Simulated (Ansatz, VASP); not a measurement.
One calculation of Ta2PbO3, two programs

```
Ta Pb O
1.0
     6.63990    0.00000    0.00000
    -3.31995    5.75033    0.00000
     0.00000    0.00000    3.01846
Ta Pb O
2 1 3
Direct
  0.33333 0.66667 0.00000
  0.66667 0.33333 0.00000
  0.00000 0.00000 0.00000
  0.50000 0.00000 0.00000
  0.00000 0.50000 0.00000
  0.50000 0.50000 0.00000
```

Alike in both runs: functional PBE; k mesh 4 × 4 × 4; occupations gaussian, width 0.2 eV; no spin polarisation.

Ansatz relaxed the structure, and its values are those at the end. VASP's run is a single point on that final structure, the one shown.

|  | VASP | Ansatz |
| --- | --- | --- |
| version | VASP 6.6.1 | Ansatz 0.2.0 |
| potentials or method | VASP PAW PBE potentials, release 64 (Ta_sv_GW, Pb_d, O), cutoff 700 eV | scalar-relativistic, plane waves, PAW |
| valence electrons in the cell | 58 | 58 |

|  | VASP | Ansatz | Ansatz less VASP |
| --- | --- | --- | --- |
| gap on the k mesh at the Fermi level (eV) | none | none | - |
| pressure (GPa) | 0.3 | 0.3 | 0.00 |

A gap of «none» marks a metal or a gap that the smearing closes.

The k mesh is coarse, so the values compare programs but aren't converged. Spin-orbit coupling is off throughout.
